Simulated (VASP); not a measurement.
# Rb3Al (Pm-3m) in VASP: a series of runs

Rb3Al is run at these levels: PBE; tasks: single point, relaxation of cell and atoms.

All numbers are computed with VASP 6.6.1; they aren't measurements. Logs are shortened: lines on timing, memory, paths and dates and some standing lists are left out, and cuts for length are marked.

### Step 1. The cell of the first run

Symmetry: Pm-3m, No. 221, cubic system. The conventional cell has a = 5.130 Å, b = 5.130 Å, c = 5.130 Å, α = 90.00°, β = 90.00°, γ = 90.00°. Within 4.8 Å of Rb (site symmetry 4/mmm) lie 8 Rb at 3.63 Å and 4 Al at 3.63 Å. Al (site symmetry m-3m) has 12 Rb at 3.63 Å within 4.8 Å.

### Step 2. Single point, PBE

Input file INCAR:

```
SYSTEM = Rb3Al
  PREC = Accurate
  ENCUT = 520
  EDIFF = 1E-6
  ISMEAR = 0
  SIGMA = 0.1
  LREAL = .FALSE.
  LASPH = .TRUE.
  NELM = 80
  ALGO = Fast
  ISIF = 2
  LWAVE = .FALSE.
  LCHARG = .TRUE.
  GGA = PE
  LELF = .TRUE.
  LVHAR = .TRUE.
  NBANDS = 23
```

Input file KPOINTS:

```
Automatic mesh
0
G
  4 4 4
  0 0 0
```

Input file POSCAR:

```
Rb3Al
1.0
    5.1302876615      0.0000000000      0.0000000000
    0.0000000000      5.1302876615      0.0000000000
    0.0000000000      0.0000000000      5.1302876615
Rb Al
3 1
Direct
    0.0000000000      0.5000000000      0.5000000000
    0.5000000000      0.0000000000      0.5000000000
    0.5000000000      0.5000000000      0.0000000000
    0.0000000000      0.0000000000      0.0000000000
```

Potentials or basis: VASP PAW PBE potentials, release 64 (Rb_sv, Al).

On the command line:

```bash
$ cat potpaw_PBE.64/Rb_sv/POTCAR potpaw_PBE.64/Al/POTCAR > POTCAR
$ mpirun -np 1 vasp_std > vasp.out
```

OUTCAR:

```text
SYSTEM = Rb3Al
   PREC = Accurate
   ENCUT = 520
   EDIFF = 1E-6
   ISMEAR = 0
   LREAL = .FALSE.
   LASPH = .TRUE.
   NELM = 80
   ISIF = 2
   GGA = PE

 ion  position               nearest neighbor table
   1  0.000  0.500  0.500-   2 3.63   3 3.63   4 3.63   3 3.63   4 3.63   2 3.63   4 3.63   4 3.63
                             2 3.63   3 3.63   3 3.63   2 3.63
   2  0.500  0.000  0.500-   1 3.63   3 3.63   4 3.63   3 3.63   4 3.63   1 3.63   3 3.63   3 3.63
                             1 3.63   4 3.63   4 3.63   1 3.63
   3  0.500  0.500  0.000-   1 3.63   2 3.63   4 3.63   1 3.63   2 3.63   2 3.63   4 3.63   2 3.63
                             1 3.63   4 3.63   1 3.63   4 3.63
   4  0.000  0.000  0.000-   1 3.63   2 3.63   3 3.63   1 3.63   2 3.63   1 3.63   3 3.63   1 3.63
                             2 3.63   3 3.63   2 3.63   3 3.63

  LATTYP: Found a simple cubic cell.
 ALAT       =     5.1302876615

  Lattice vectors:

 A1 = (   5.1302876615,   0.0000000000,   0.0000000000)
 A2 = (   0.0000000000,   5.1302876615,   0.0000000000)
 A3 = (   0.0000000000,   0.0000000000,   5.1302876615)

Analysis of symmetry for initial positions (statically):
=====================================================================
 Subroutine PRICEL returns:
 Original cell was already a primitive cell.

 Routine SETGRP: Setting up the symmetry group for a
 simple cubic supercell.

 Subroutine GETGRP returns: Found 48 space group operations
 (whereof 48 operations were pure point group operations)
 out of a pool of 48 trial point group operations.

The static configuration has the point symmetry O_h .

Analysis of symmetry for dynamics (positions and initial velocities):
=====================================================================
 Subroutine PRICEL returns:
 Original cell was already a primitive cell.

 Routine SETGRP: Setting up the symmetry group for a
 simple cubic supercell.

 Subroutine GETGRP returns: Found 48 space group operations
 (whereof 48 operations were pure point group operations)
 out of a pool of 48 trial point group operations.

The dynamic configuration has the point symmetry O_h .

 Subroutine INISYM returns: Found 48 space group operations
 (whereof 48 operations are pure point group operations),
 and found     1 'primitive' translations

----------------------------------------------------------------------------------------

                                     Primitive cell

  volume of cell :     135.0284

  direct lattice vectors                    reciprocal lattice vectors
     5.130287661  0.000000000  0.000000000     0.194920844  0.000000000  0.000000000
     0.000000000  5.130287661  0.000000000     0.000000000  0.194920844  0.000000000
     0.000000000  0.000000000  5.130287661     0.000000000  0.000000000  0.194920844

  length of vectors
     5.130287661  5.130287661  5.130287661     0.194920844  0.194920844  0.194920844

  position of ions in fractional coordinates (direct lattice)
     0.000000000  0.500000000  0.500000000
     0.500000000  0.000000000  0.500000000
     0.500000000  0.500000000  0.000000000
     0.000000000  0.000000000  0.000000000

  ion indices of the primitive-cell ions
   primitive index   ion index
                 1           1
                 2           2
                 3           3
                 4           4

----------------------------------------------------------------------------------------

 KPOINTS: Automatic mesh

Automatic generation of k-mesh.
 Grid dimensions read from file:
 generate k-points for:    4    4    4

 Generating k-lattice:

  Cartesian coordinates                     Fractional coordinates (reciprocal lattice)
     0.048730211  0.000000000  0.000000000     0.250000000  0.000000000  0.000000000
     0.000000000  0.048730211  0.000000000     0.000000000  0.250000000  0.000000000
     0.000000000  0.000000000  0.048730211     0.000000000  0.000000000  0.250000000

  Length of vectors
     0.048730211  0.048730211  0.048730211

  Shift w.r.t. Gamma in fractional coordinates (k-lattice)
     0.000000000  0.000000000  0.000000000

 Subroutine IBZKPT returns following result:
 ===========================================

 Found     10 irreducible k-points:

 Following reciprocal coordinates:
            Coordinates               Weight
  0.000000  0.000000  0.000000      1.000000
  0.250000  0.000000  0.000000      6.000000
  0.500000  0.000000  0.000000      3.000000
  0.250000  0.250000  0.000000     12.000000
  0.500000  0.250000  0.000000     12.000000
  0.500000  0.500000  0.000000      3.000000
  0.250000  0.250000  0.250000      8.000000
  0.500000  0.250000  0.250000     12.000000
  0.500000  0.500000  0.250000      6.000000
  0.500000  0.500000  0.500000      1.000000
   k-points           NKPTS =     10   k-points in BZ     NKDIM =     10   number of bands    NBANDS=     23
   number of dos      NEDOS =    301   number of ions     NIONS =      4
   total plane-waves  NPLWV =  64000
   dimension x,y,z NGX =    40 NGY =   40 NGZ =   40
   dimension x,y,z NGXF=    80 NGYF=   80 NGZF=   80
   ions per type =               3   1
   NGX,Y,Z   is equivalent  to a cutoff of  12.96, 12.96, 12.96 a.u.
   NGXF,Y,Z  is equivalent  to a cutoff of  25.92, 25.92, 25.92 a.u.
 SYSTEM =  Rb3Al
   PREC   = accura    normal or accurate (medium, high low for compatibility)
   ISTART =      0    job   : 0-new  1-cont  2-samecut
   ICHARG =      2    charge: 1-file 2-atom 10-const
   ISPIN  =      1    spin polarized calculation?
   LNONCOLLINEAR =      F non collinear calculations
   LSORBIT =      F    spin-orbit coupling
   LASPH  =      T    aspherical Exc in radial PAW
   ENCUT  =  520.0 eV  38.22 Ry    6.18 a.u.   9.54  9.54  9.54*2*pi/ulx,y,z
   NELM   =     80;   NELMIN=  2; NELMDL= -5     # of ELM steps
   EDIFF  = 0.1E-05   stopping-criterion for ELM
   LREAL  =      F    real-space projection
   EDIFFG = 0.1E-04   stopping-criterion for IOM
   NSW    =      0    number of steps for IOM
   IBRION =     -1    ionic relax: 0-MD 1-quasi-New 2-CG
   NFREE  =      0    steps in history (QN), initial steepest desc. (CG)
   ISIF   =      2    stress and relaxation
   ISYM   =      2    0-nonsym 1-usesym 2-fastsym
   POTIM  = 0.5000    time-step for ionic-motion
   TEBEG  =    0.0;   TEEND  =   0.0 temperature during run
   PSTRESS=    0.0 pullay stress
   NELECT =      30.0000    total number of electrons
   NUPDOWN=      -1.0000    fix difference up-down
   EMIN   =  10.00;   EMAX   =-10.00  energy-range for DOS
   EFERMI =   0.00;   METHOD = LEGACY
   ISMEAR =     0;   SIGMA  =   0.10  broadening in eV -4-tet -1-fermi 0-gaus
   EFERMI_NEDOS =   21; number of points for ismear=-14 and -15
   IALGO  =     68    algorithm
   IMIX   =      4    mixing-type and parameters
     AMIX     =   0.40;   BMIX     =  1.00
     AMIX_MAG =   1.60;   BMIX_MAG =  1.00
  volume/ion in A,a.u.               =      33.76       227.80
  Fermi-wavevector in a.u.,A,eV,Ry     =   0.991532  1.873724 13.376381  0.983136
  Thomas-Fermi vector in A             =   2.123280
   LORBIT       =      0    0 simple, 1 ext, 2 COOP (PROOUT), +10 PAW based schemes
   GGA     = PE    functional components
   LHFCALC =     F    Hartree Fock is set to
   AEXX    =    0.0000 exact exchange contribution
   IVDW    =     0    specifies the selected vdW correction
   LEPSILON=     F    determine dielectric tensor
   LRPA    =     F    only Hartree local field effects (RPA)
 non-spin polarized calculation
 RMM-DIIS sequential band-by-band and
 Gauss-broadening in eV      SIGMA  =   0.10
  energy-cutoff  :      520.00
  volume of cell :      135.03
 maximum number of plane-waves:      3695
 NGX is ok and might be reduce to    40
   NGX = 19   NGY = 19   NGZ = 19

 number of electron      29.9999999 magnetization

 Free energy of the ion-electron system (eV)
  ---------------------------------------------------
  ext. energy  EPLUGINS =         0.00000000
  ---------------------------------------------------
  free energy    TOTEN  =        -3.68870614 eV

  energy without entropy =       -3.66922250  energy(sigma->0) =       -3.67896432

 E-fermi :   3.0411     XC(G=0):  -8.3240

 val. band max:        3.0177046260   @ k =   0.2500   0.2500   0.2500
 cond. band min:       3.1434579225   @ k =   0.5000   0.2500   0.0000
 fundamental gap:      0.1257532965
 Fermi energy:         3.0411051107

 k-point     1 :       0.0000    0.0000    0.0000
  band No.  band energies     occupation
      1     -25.6858      2.00000
      2     -25.4395      2.00000
      3     -25.4395      2.00000
      4     -10.3559      2.00000
      5     -10.3559      2.00000
      6     -10.3559      2.00000
[... 15 lines left out ...]
     22       4.8528      0.00000
     23       7.2863      0.00000

 k-point     2 :       0.2500    0.0000    0.0000
  band No.  band energies     occupation
      1     -25.6547      2.00000
      2     -25.4711      2.00000
      3     -25.4389      2.00000
      4     -10.2754      2.00000
      5     -10.2754      2.00000
      6     -10.2411      2.00000
[... 15 lines left out ...]
     22       5.7876      0.00000
     23       7.9354      0.00000

 k-point     3 :       0.5000    0.0000    0.0000
  band No.  band energies     occupation
      1     -25.6042      2.00000
      2     -25.5221      2.00000
      3     -25.4383      2.00000
      4     -10.1689      2.00000
      5     -10.1689      2.00000
      6      -9.9705      2.00000
[... 15 lines left out ...]
     22       6.7710      0.00000
     23       6.8563      0.00000
[... 131 lines left out ...]
 k-point     9 :       0.5000    0.5000    0.2500
  band No.  band energies     occupation
      1     -25.5199      2.00000
      2     -25.5196      2.00000
      3     -25.5196      2.00000
      4     -10.7468      2.00000
      5     -10.1660      2.00000
      6     -10.0035      2.00000
[... 15 lines left out ...]
     22       7.2790      0.00000
     23       7.9264      0.00000

 k-point    10 :       0.5000    0.5000    0.5000
  band No.  band energies     occupation
      1     -25.5188      2.00000
      2     -25.5188      2.00000
      3     -25.5188      2.00000
      4     -10.9197      2.00000
      5     -10.1529      2.00000
      6     -10.1529      2.00000
[... 15 lines left out ...]
     22       7.6522      0.00000
     23       7.6732      0.00000

------------------------ aborting loop because EDIFF is reached ----------------------------------------

  FORCE on cell =-STRESS in cart. coord.  units (eV):
  Direction    XX          YY          ZZ          XY          YZ          ZX
  --------------------------------------------------------------------------------------
  -------------------------------------------------------------------------------------
  Total        6.4419465      6.4419465      6.4419465     -0.0000000      0.0000000      0.0000000
  in kB       76.4368080     76.4368080     76.4368080     -0.0000000      0.0000000      0.0000000
  external PRESSURE =      76.4368080 kB  Pullay stress =       0.0000000 kB

 VOLUME and BASIS-vectors are now :
 -----------------------------------------------------------------------------
  energy-cutoff  :      520.00
  volume of cell :      135.03
      direct lattice vectors                 reciprocal lattice vectors
     5.130287661  0.000000000  0.000000000     0.194920844  0.000000000  0.000000000
     0.000000000  5.130287661  0.000000000     0.000000000  0.194920844  0.000000000
     0.000000000  0.000000000  5.130287661     0.000000000  0.000000000  0.194920844

 POSITION                                       TOTAL-FORCE (eV/Angst)
 -----------------------------------------------------------------------------------
      0.00000      2.56514      2.56514         0.000000      0.000000      0.000000
      2.56514      0.00000      2.56514         0.000000      0.000000      0.000000
      2.56514      2.56514      0.00000         0.000000      0.000000      0.000000
      0.00000      0.00000      0.00000         0.000000      0.000000      0.000000
 -----------------------------------------------------------------------------------
    total drift:                                0.000000     -0.000000     -0.000000

  FREE ENERGIE OF THE ION-ELECTRON SYSTEM (eV)
  ---------------------------------------------------
  free  energy   TOTEN  =        -3.6887061431 eV

  energy  without entropy=       -3.6692225029  energy(sigma->0) =       -3.67896432
```

It took 55 s on 1 thread of Oxide Virtual Turin-like, shared host; peak memory 0.2 GiB.

Results:

```
Free energy            : -3.6887 eV
Pressure               : 7.6 GPa
Band gap on the k mesh : zero (bands 15 and 16 overlap by 0.97 eV)
```

Caveat: the cell stands under pressure.

### Step 3. Single point, PBE

This run uses another cell than the first one, of 54.72 Å³/atom.

Input file INCAR:

```
PREC = Accurate ; ENCUT = 520
EDIFF = 1E-7 ; ISMEAR = 0
SIGMA = 0.1 ; LREAL = False
LASPH = True ; NELM = 100
ALGO = Normal ; ISIF = 2
LWAVE = False ; LCHARG = False
GGA = PE ; NBANDS = 23
```

Input file KPOINTS:

```
regular mesh
0
Gamma
  4 4 4
```

Input file POSCAR:

```
Rb3Al
1.0
    6.0266182952      0.0000000000      0.0000000000
    0.0000000000      6.0266182952      0.0000000000
    0.0000000000      0.0000000000      6.0266182952
Rb Al
3 1
Direct
    0.0000000000      0.5000000000      0.5000000000
    0.5000000000      0.0000000000      0.5000000000
    0.5000000000      0.5000000000      0.0000000000
    0.0000000000      0.0000000000      0.0000000000
```

Potentials or basis: VASP PAW PBE potentials, release 64 (Rb_sv, Al).

On the command line:

```bash
$ cat potpaw_PBE.64/Rb_sv/POTCAR potpaw_PBE.64/Al/POTCAR > POTCAR
$ mpirun -np 1 vasp_std > vasp.out
```

It took 96 s on 1 thread of Oxide Virtual Turin-like, shared host; peak memory 0.28 GiB.

It converged, with:

| Quantity | Value |
| --- | --- |
| Free energy | -5.1255 eV |
| Pressure | 0.2 GPa |
| Band gap on the k mesh | zero (bands 15 and 16 overlap by 0.75 eV) |

Levels at points of the mesh, in eV from the Fermi level:
| k point | band 12 | band 13 | band 14 | band 15 | band 16 | band 17 | band 18 | band 19 |
| --- | --- | --- | --- | --- | --- | --- | --- | --- |
| (0.00, 0.00, 0.00) | -12.58 | -4.56 | -0.93 | 0.59 | 0.59 | 0.59 | 1.27 | 1.27 |
| (0.50, 0.00, 0.00) | -12.60 | -4.24 | -1.51 | 0.36 | 0.36 | 0.52 | 1.51 | 2.14 |
| (0.50, 0.50, 0.00) | -12.53 | -4.10 | -0.78 | -0.78 | 0.19 | 0.28 | 2.41 | 2.41 |
| (0.50, 0.50, 0.50) | -12.53 | -4.13 | -0.06 | -0.06 | -0.06 | 0.64 | 0.64 | 0.64 |

(Continued in part 2 of 2.)

The gap in the log of VASP goes by the Fermi energy; the results here count the filled bands.